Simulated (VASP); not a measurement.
Mg2CdSe3:

```
CELL_PARAMETERS angstrom
4.06759 0.00000 0.00000
-2.03380 3.52264 0.00000
0.00000 0.00000 9.96352
ATOMIC_POSITIONS crystal
Mg 0.33333 0.66667 0.66667
Mg 0.66667 0.33333 0.33333
Cd 0.00000 0.00000 0.00000
Se 0.00000 0.00000 0.50000
Se 0.33333 0.66667 0.16667
Se 0.66667 0.33333 0.83333
```

* Program: VASP 6.6.1
* Task: relaxation of cell and atoms
* Functional: PBE
* Potentials or basis: VASP PAW PBE potentials, release 64 (Mg, Cd, Se)
* Cutoff: 600 eV
* k mesh: 6 × 6 × 2
* Occupations: gaussian, width 0.1 eV
* Spin: no spin polarisation

At the start: pressure -4.1 GPa; volume 23.79 Å³/atom.

Problem. Where does the relaxation end?

Solution. Over 7 steps the energy falls by 34.6 meV/atom and the volume is 21.94 Å³/atom (-7.8 %); space group P-3m1 (No. 164, to 0.1 Å) before and after.

The path:
```csv
step,energy change (eV),largest force (eV/Å),pressure (GPa),volume (Å³)
1,0.0000,0.4340,-4.10,142.76
2,-0.1695,0.4641,0.53,130.55
3,-0.1699,0.4629,0.28,131.08
4,-0.1888,0.2991,0.21,131.02
5,-0.2044,0.1626,0.13,130.89
6,-0.2072,0.0762,-0.10,131.36
7,-0.2076,0.0278,-0.22,131.63
```

Final structure:
```xyz
6
Lattice="3.9598 0.0000 0.0000 -1.9799 3.4293 0.0000 0.0000 0.0000 9.6935" Properties=species:S:1:pos:R:3 pbc="T T T"
Mg    0.0000    2.2862    6.4277
Mg    1.9799    1.1431    3.2659
Cd    0.0000    0.0000    0.0000
Se    0.0000    0.0000    4.8468
Se    0.0000    2.2862    1.7080
Se    1.9799    1.1431    7.9855
```
